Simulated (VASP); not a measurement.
K2H3Au:

```xyz
6
Lattice="2.9548 1.6593 3.1406 -2.8332 1.6747 3.0201 0.0742 -3.3419 3.0846" Properties=species:S:1:pos:R:3 pbc="T T T"
K     0.0532    0.0061    3.2201
K     0.0987    0.0299    5.9653
H    -0.0017   -1.6399    1.5826
H    -1.4680    0.8423    1.4545
H     1.4338    0.8348    1.5560
Au    0.0111   -0.0201    0.0328
```

```yaml
Program: VASP 6.6.1
Task: relaxation of cell and atoms
Functional: PBEsol
Potentials_or_basis: VASP PAW PBE potentials, release 64 (K_sv, H, Au)
Cutoff: 600 eV
k_mesh: 4 × 4 × 4
Occupations: fermi-dirac, width 0.05 eV
Spin: no spin polarisation
```

At the start: pressure -0.2 GPa; volume 14.88 Å³/atom.

Problem. Where does the relaxation end?

Solution. Over 56 steps the energy falls by 251.8 meV/atom and the volume is 17.28 Å³/atom (+16.1 %); space group Cm (No. 8, to 0.1 Å) before and after.

The path:
| step | energy change (eV) | largest force (eV/Å) | pressure (GPa) | volume (Å³) |
| --- | --- | --- | --- | --- |
| 1 | 0.0000 | 0.2796 | -0.21 | 89.30 |
| 3 | -0.0357 | 0.1640 | -0.10 | 88.36 |
| 5 | -0.0520 | 0.2437 | 0.47 | 87.43 |
| 7 | -0.0592 | 0.3257 | 1.20 | 86.49 |
| 9 | -0.0640 | 0.3509 | 1.29 | 86.48 |
| 11 | -0.0853 | 0.4326 | 1.78 | 86.42 |
| 13 | -0.1140 | 0.4624 | 2.81 | 86.60 |
| 15 | -0.1288 | 1.0777 | 4.28 | 89.08 |
| 17 | -0.1850 | 0.4883 | 3.09 | 89.03 |
| 19 | -0.3903 | 0.8890 | 0.96 | 98.64 |
| 21 | -0.4047 | 1.5561 | 0.65 | 104.75 |
| 23 | -0.5948 | 0.5562 | -1.71 | 113.36 |
| 25 | -0.6834 | 0.5121 | -1.84 | 113.55 |
| 27 | -1.1019 | 0.6712 | 0.51 | 103.65 |
| 29 | -1.2421 | 0.6922 | 1.23 | 102.78 |
| 31 | -1.3827 | 0.2549 | -1.10 | 110.85 |
| 33 | -1.4205 | 0.3631 | 0.33 | 107.33 |
| 35 | -1.4451 | 0.1329 | 0.11 | 106.72 |
| 37 | -1.4576 | 0.1114 | -0.41 | 107.30 |
| 39 | -1.4705 | 0.2047 | 0.37 | 104.58 |
| 41 | -1.4879 | 0.1195 | 0.05 | 104.21 |
| 43 | -1.5023 | 0.0718 | -0.31 | 104.62 |
| 45 | -1.5051 | 0.0694 | 0.16 | 103.38 |
| 47 | -1.5080 | 0.0291 | 0.00 | 103.70 |
| 49 | -1.5090 | 0.0214 | -0.03 | 103.78 |
| 51 | -1.5097 | 0.0306 | 0.12 | 103.40 |
| 53 | -1.5102 | 0.0200 | -0.06 | 103.84 |
| 55 | -1.5105 | 0.0123 | -0.01 | 103.71 |
| 56 | -1.5106 | 0.0097 | 0.02 | 103.67 |

Final structure:
```
K H Au
1.0
     4.71885    2.78673    4.51746
    -2.16883    1.99812    2.63355
     0.64408   -2.84366    2.68572
K H Au
2 3 1
Direct
  0.30441 0.39900 0.39098
  0.75389 0.65859 0.64890
  0.01801 0.03304 0.52487
  0.01751 0.53169 0.02537
  0.33212 0.88653 0.87951
  0.04617 0.02036 0.01170
```

Caveat: the k points lie up to 0.41 Å⁻¹ apart in the final cell, too coarse for converged energies and pressures of a metal; the volume moved by over 15 % at a fixed basis, so the end points are rough; the PAW data sets were made with another functional, which shifts forces and pressure a little.
